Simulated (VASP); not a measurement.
# Ti2O (P-3m1) in VASP: a series of runs

The runs below take Ti2O through single point, with PBEsol.

Program: VASP 6.6.1. These are calculated values, not measurements. Logs are shortened: lines on timing, memory, paths and dates and some standing lists are left out, and cuts for length are marked.

## 1. The cell of the first run

The structure is trigonal, space group P-3m1 (No. 164). Conventional cell: a = 3.012 Å, b = 3.012 Å, c = 4.659 Å, α = 90.00°, β = 90.00°, γ = 120.00°. Within 2.8 Å of Ti (site symmetry 3m) lie 3 O at 2.12 Å. Within 2.8 Å of O (site symmetry -3m) lie 6 Ti at 2.12 Å.

## 2. Single point, PBEsol (biaxial strain in the a-b plane: +2.0 %, then relaxed in part)

Contents of INCAR:

```
  PREC = Accurate
  ENCUT = 520
  EDIFF = 1E-6
  ISMEAR = 0
  SIGMA = 0.1
  LREAL = False
  LASPH = True
  NELM = 80
  ALGO = Normal
  ISIF = 2
  LWAVE = False
  LCHARG = True
  GGA = PS
  LELF = True
  LVHAR = True
  NBANDS = 22
```

Contents of KPOINTS:

```
Automatic mesh
0
Gamma
  24 24 12
```

Contents of POSCAR:

```
Ti2O
1.0
    3.0120110176      0.0000000000      0.0000000000
   -1.5060055088      2.6084780577      0.0000000000
    0.0000000000      0.0000000000      4.6587321396
Ti O
2 1
Direct
    0.6666666667      0.3333333333      0.2584375626
    0.3333333333      0.6666666667      0.7415624374
    0.0000000000      0.0000000000      0.0000000000
```

Potentials or basis: VASP PAW PBE potentials, release 64 (Ti_sv, O).

Run with:

```console
$ cat potpaw_PBE.64/Ti_sv/POTCAR potpaw_PBE.64/O/POTCAR > POTCAR
$ mpirun -np 1 vasp_std > vasp.out
```

OUTCAR:

```text
PREC = Accurate
   ENCUT = 520
   EDIFF = 1E-6
   ISMEAR = 0
   LREAL = False
   LASPH = True
   NELM = 80
   ISIF = 2
   GGA = PS

 ion  position               nearest neighbor table
   1  0.667  0.333  0.258-   3 2.12   3 2.12   3 2.12   2 2.84   2 2.84   2 2.84
   2  0.333  0.667  0.742-   3 2.12   3 2.12   3 2.12   1 2.84   1 2.84   1 2.84
   3  0.000  0.000  0.000-   1 2.12   2 2.12   2 2.12   1 2.12   1 2.12   2 2.12

  LATTYP: Found a hexagonal cell.
 ALAT       =     3.0120110176
 C/A-ratio  =     1.5467181602

  Lattice vectors:

 A1 = (   3.0120110176,   0.0000000000,   0.0000000000)
 A2 = (  -1.5060055088,   2.6084780577,   0.0000000000)
 A3 = (   0.0000000000,   0.0000000000,   4.6587321396)

Analysis of symmetry for initial positions (statically):
=====================================================================
 Subroutine PRICEL returns:
 Original cell was already a primitive cell.

 Routine SETGRP: Setting up the symmetry group for a
 hexagonal supercell.

 Subroutine GETGRP returns: Found 12 space group operations
 (whereof 12 operations were pure point group operations)
 out of a pool of 24 trial point group operations.

The static configuration has the point symmetry D_3d.

Analysis of symmetry for dynamics (positions and initial velocities):
=====================================================================
 Subroutine PRICEL returns:
 Original cell was already a primitive cell.

 Routine SETGRP: Setting up the symmetry group for a
 hexagonal supercell.

 Subroutine GETGRP returns: Found 12 space group operations
 (whereof 12 operations were pure point group operations)
 out of a pool of 24 trial point group operations.

The dynamic configuration has the point symmetry D_3d.

 Subroutine INISYM returns: Found 12 space group operations
 (whereof 12 operations are pure point group operations),
 and found     1 'primitive' translations

----------------------------------------------------------------------------------------

                                     Primitive cell

  volume of cell :      36.6026

  direct lattice vectors                    reciprocal lattice vectors
     3.012011018  0.000000000  0.000000000     0.332004098  0.191682655  0.000000000
    -1.506005509  2.608478058  0.000000000     0.000000000  0.383365310  0.000000000
     0.000000000  0.000000000  4.658732140     0.000000000  0.000000000  0.214650675

  length of vectors
     3.012011018  3.012011018  4.658732140     0.383365310  0.383365310  0.214650675

  position of ions in fractional coordinates (direct lattice)
     0.666666667  0.333333333  0.258437563
     0.333333333  0.666666667  0.741562437
     0.000000000  0.000000000  0.000000000

  ion indices of the primitive-cell ions
   primitive index   ion index
                 1           1
                 2           2
                 3           3

----------------------------------------------------------------------------------------

 KPOINTS: Automatic mesh

Automatic generation of k-mesh.
 Grid dimensions read from file:
 generate k-points for:   24   24   12

 Generating k-lattice:

  Cartesian coordinates                     Fractional coordinates (reciprocal lattice)
     0.013833504  0.007986777  0.000000000     0.041666667  0.000000000  0.000000000
     0.000000000  0.015973555  0.000000000     0.000000000  0.041666667  0.000000000
     0.000000000  0.000000000  0.017887556     0.000000000  0.000000000  0.083333333

  Length of vectors
     0.015973555  0.015973555  0.017887556

  Shift w.r.t. Gamma in fractional coordinates (k-lattice)
     0.000000000  0.000000000  0.000000000

 Subroutine IBZKPT returns following result:
 ===========================================

 Found    667 irreducible k-points:

 Following reciprocal coordinates:
            Coordinates               Weight
  0.000000  0.000000  0.000000      1.000000
  0.041667 -0.000000  0.000000      6.000000
  0.083333  0.000000  0.000000      6.000000
  0.125000 -0.000000  0.000000      6.000000
  0.166667 -0.000000  0.000000      6.000000
  0.208333 -0.000000  0.000000      6.000000
[... 16 lines left out ...]
  0.416667  0.041667  0.000000     12.000000
  0.458333  0.041667  0.000000     12.000000
 [... further k-points ...]
   k-points           NKPTS =    667   k-points in BZ     NKDIM =    667   number of bands    NBANDS=     22
   number of dos      NEDOS =    301   number of ions     NIONS =      3
   total plane-waves  NPLWV =  20736
   dimension x,y,z NGX =    24 NGY =   24 NGZ =   36
   dimension x,y,z NGXF=    48 NGYF=   48 NGZF=   72
   ions per type =               2   1
   NGX,Y,Z   is equivalent  to a cutoff of  13.25, 13.25, 12.85 a.u.
   NGXF,Y,Z  is equivalent  to a cutoff of  26.49, 26.49, 25.69 a.u.
 SYSTEM =  unknown system
   PREC   = accura    normal or accurate (medium, high low for compatibility)
   ISTART =      0    job   : 0-new  1-cont  2-samecut
   ICHARG =      2    charge: 1-file 2-atom 10-const
   ISPIN  =      1    spin polarized calculation?
   LNONCOLLINEAR =      F non collinear calculations
   LSORBIT =      F    spin-orbit coupling
   LASPH  =      T    aspherical Exc in radial PAW
   ENCUT  =  520.0 eV  38.22 Ry    6.18 a.u.   5.60  5.60  8.66*2*pi/ulx,y,z
   NELM   =     80;   NELMIN=  2; NELMDL= -5     # of ELM steps
   EDIFF  = 0.1E-05   stopping-criterion for ELM
   LREAL  =      F    real-space projection
   EDIFFG = 0.1E-04   stopping-criterion for IOM
   NSW    =      0    number of steps for IOM
   IBRION =     -1    ionic relax: 0-MD 1-quasi-New 2-CG
   NFREE  =      0    steps in history (QN), initial steepest desc. (CG)
   ISIF   =      2    stress and relaxation
   ISYM   =      2    0-nonsym 1-usesym 2-fastsym
   POTIM  = 0.5000    time-step for ionic-motion
   TEBEG  =    0.0;   TEEND  =   0.0 temperature during run
   PSTRESS=    0.0 pullay stress
   NELECT =      30.0000    total number of electrons
   NUPDOWN=      -1.0000    fix difference up-down
   EMIN   =  10.00;   EMAX   =-10.00  energy-range for DOS
   EFERMI =   0.00;   METHOD = LEGACY
   ISMEAR =     0;   SIGMA  =   0.10  broadening in eV -4-tet -1-fermi 0-gaus
   EFERMI_NEDOS =   21; number of points for ismear=-14 and -15
   IALGO  =     38    algorithm
   IMIX   =      4    mixing-type and parameters
     AMIX     =   0.40;   BMIX     =  1.00
     AMIX_MAG =   1.60;   BMIX_MAG =  1.00
  volume/ion in A,a.u.               =      12.20        82.34
  Fermi-wavevector in a.u.,A,eV,Ry     =   1.532068  2.895189 31.936042  2.347233
  Thomas-Fermi vector in A             =   2.639325
   LORBIT       =      0    0 simple, 1 ext, 2 COOP (PROOUT), +10 PAW based schemes
   GGA     = PS    functional components
   LHFCALC =     F    Hartree Fock is set to
   AEXX    =    0.0000 exact exchange contribution
   IVDW    =     0    specifies the selected vdW correction
   LEPSILON=     F    determine dielectric tensor
   LRPA    =     F    only Hartree local field effects (RPA)
 non-spin polarized calculation
 Gauss-broadening in eV      SIGMA  =   0.10
  energy-cutoff  :      520.00
  volume of cell :       36.60
 maximum number of plane-waves:      1019
 NGX is ok and might be reduce to    24
   NGX = 11   NGY = 11   NGZ = 17

 number of electron      30.0000012 magnetization

 Free energy of the ion-electron system (eV)
  ---------------------------------------------------
  ext. energy  EPLUGINS =         0.00000000
  ---------------------------------------------------
  free energy    TOTEN  =       -27.58429993 eV

  energy without entropy =      -27.57886473  energy(sigma->0) =      -27.58158233

 E-fermi :   9.7342     XC(G=0): -12.4386

 val. band max:        9.7317027296   @ k =   0.0417  -0.0000   0.4167
 cond. band min:       9.7381324602   @ k =   0.1667  -0.0000   0.1667
 fundamental gap:      0.0064297306
 Fermi energy:         9.7342095737

 k-point     1 :       0.0000    0.0000    0.0000
  band No.  band energies     occupation
      1     -47.2898      2.00000
      2     -47.1536      2.00000
      3     -24.0381      2.00000
      4     -23.4401      2.00000
      5     -23.4401      2.00000
      6     -23.3454      2.00000
[... 14 lines left out ...]
     21      10.9432      0.00000
     22      13.7681      0.00000

 k-point     2 :       0.0417   -0.0000    0.0000
  band No.  band energies     occupation
      1     -47.2883      2.00000
      2     -47.1531      2.00000
      3     -24.0335      2.00000
      4     -23.4478      2.00000
      5     -23.4430      2.00000
      6     -23.3535      2.00000
[... 14 lines left out ...]
     21      11.0321      0.00000
     22      13.6266      0.00000

 k-point     3 :       0.0833    0.0000    0.0000
  band No.  band energies     occupation
      1     -47.2838      2.00000
      2     -47.1517      2.00000
      3     -24.0200      2.00000
      4     -23.4707      2.00000
      5     -23.4514      2.00000
      6     -23.3770      2.00000
[... 14 lines left out ...]
     21      11.2213      0.00000
     22      13.3629      0.00000

 k-point     4 :       0.1250   -0.0000    0.0000
  band No.  band energies     occupation
      1     -47.2765      2.00000
      2     -47.1496      2.00000
      3     -23.9981      2.00000
      4     -23.5075      2.00000
      5     -23.4643      2.00000
      6     -23.4132      2.00000
[... 14 lines left out ...]
     21      11.4435      0.00000
     22      13.1031      0.00000

 k-point     5 :       0.1667   -0.0000    0.0000
  band No.  band energies     occupation
      1     -47.2669      2.00000
      2     -47.1470      2.00000
      3     -23.9687      2.00000
      4     -23.5564      2.00000
      5     -23.4803      2.00000
      6     -23.4582      2.00000
[... 14 lines left out ...]
     21      11.8106      0.00000
     22      12.8815      0.00000

 k-point     6 :       0.2083   -0.0000    0.0000
  band No.  band energies     occupation
      1     -47.2554      2.00000
      2     -47.1441      2.00000
      3     -23.9334      2.00000
      4     -23.6143      2.00000
      5     -23.5081      2.00000
      6     -23.4983      2.00000
[... 14 lines left out ...]
     21      12.1852      0.00000
     22      12.7278      0.00000

 k-point     7 :       0.2500   -0.0000    0.0000
  band No.  band energies     occupation
      1     -47.2426      2.00000
      2     -47.1415      2.00000
      3     -23.8941      2.00000
      4     -23.6763      2.00000
      5     -23.5592      2.00000
      6     -23.5170      2.00000
[... 324 lines left out ...]
      6     -23.5419      2.00000
[... 14 lines left out ...]
     21      12.4746      0.00000
     22      13.2227      0.00000

 k-point    21 :       0.3333    0.0417    0.0000
  band No.  band energies     occupation
      1     -47.2091      2.00000
      2     -47.1380      2.00000
      3     -23.8539      2.00000
      4     -23.7526      2.00000
      5     -23.6749      2.00000
      6     -23.5596      2.00000
[... 14 lines left out ...]
     21      12.5376      0.00000
     22      13.0939      0.00000

 k-point    22 :       0.3750    0.0417    0.0000
  band No.  band energies     occupation
      1     -47.1978      2.00000
      2     -47.1383      2.00000
      3     -23.8911      2.00000
      4     -23.7205      2.00000
      5     -23.7040      2.00000
      6     -23.5735      2.00000
[... 14 lines left out ...]
     21      12.6076      0.00000
     22      12.9473      0.00000

 k-point    23 :       0.4167    0.0417    0.0000
  band No.  band energies     occupation
      1     -47.1891      2.00000
      2     -47.1394      2.00000
      3     -23.9210      2.00000
      4     -23.7292      2.00000
      5     -23.6843      2.00000
      6     -23.5832      2.00000
[... 14 lines left out ...]
     21      12.6559      0.00000
     22      12.8066      0.00000

 k-point    24 :       0.4583    0.0417    0.0000
  band No.  band energies     occupation
      1     -47.1841      2.00000
      2     -47.1403      2.00000
      3     -23.9369      2.00000
      4     -23.7402      2.00000
      5     -23.6641      2.00000
      6     -23.5881      2.00000
[... 14 lines left out ...]
     21      12.6782      0.00000
     22      12.6980      0.00000

 [... further k-points ...]

------------------------ aborting loop because EDIFF is reached ----------------------------------------

  FORCE on cell =-STRESS in cart. coord.  units (eV):
  Direction    XX          YY          ZZ          XY          YZ          ZX
  --------------------------------------------------------------------------------------
  -------------------------------------------------------------------------------------
  Total       -1.4181835     -1.4181835      0.0747381      0.0000000      0.0000000      0.0000000
  in kB      -62.0771135    -62.0771135      3.2714559      0.0000000      0.0000000      0.0000000
  external PRESSURE =     -40.2942571 kB  Pullay stress =       0.0000000 kB

 VOLUME and BASIS-vectors are now :
 -----------------------------------------------------------------------------
  energy-cutoff  :      520.00
  volume of cell :       36.60
      direct lattice vectors                 reciprocal lattice vectors
     3.012011018  0.000000000  0.000000000     0.332004098  0.191682655  0.000000000
    -1.506005509  2.608478058  0.000000000     0.000000000  0.383365310  0.000000000
     0.000000000  0.000000000  4.658732140     0.000000000  0.000000000  0.214650675

 POSITION                                       TOTAL-FORCE (eV/Angst)
 -----------------------------------------------------------------------------------
      1.50601      0.86949      1.20399        -0.000000      0.000000      0.044498
     -0.00000      1.73899      3.45474         0.000000     -0.000000     -0.044498
      0.00000      0.00000      0.00000         0.000000      0.000000      0.000000
 -----------------------------------------------------------------------------------
    total drift:                               -0.000000      0.000000     -0.000000

  FREE ENERGIE OF THE ION-ELECTRON SYSTEM (eV)
  ---------------------------------------------------
  free  energy   TOTEN  =       -27.5842999342 eV

  energy  without entropy=      -27.5788647299  energy(sigma->0) =      -27.58158233
```

Run time: 11 min. Hardware: 1 thread of Oxide Virtual Turin-like, shared host; peak memory 0.51 GiB.

What came out:

| Property | Result |
| --- | --- |
| Free energy | -27.5843 eV |
| Pressure | -4.0 GPa |
| Largest force | 0.044 eV/Å |
| Band gap on the k mesh | zero (band 15 reaches 10.22 eV, above the bottom of band 16 at 9.41 eV) |

Forces on the atoms (eV/Å):
```
Ti   0.000  0.000  0.044
Ti   0.000  0.000 -0.044
O    0.000  0.000  0.000
```

Caveat: the cell differs from its parent crystal (biaxial strain in the a-b plane: +2.0 %, then relaxed in part); the PAW data sets were made with another functional, which shifts forces and pressure a little.

(Continued in part 2 of 2.)
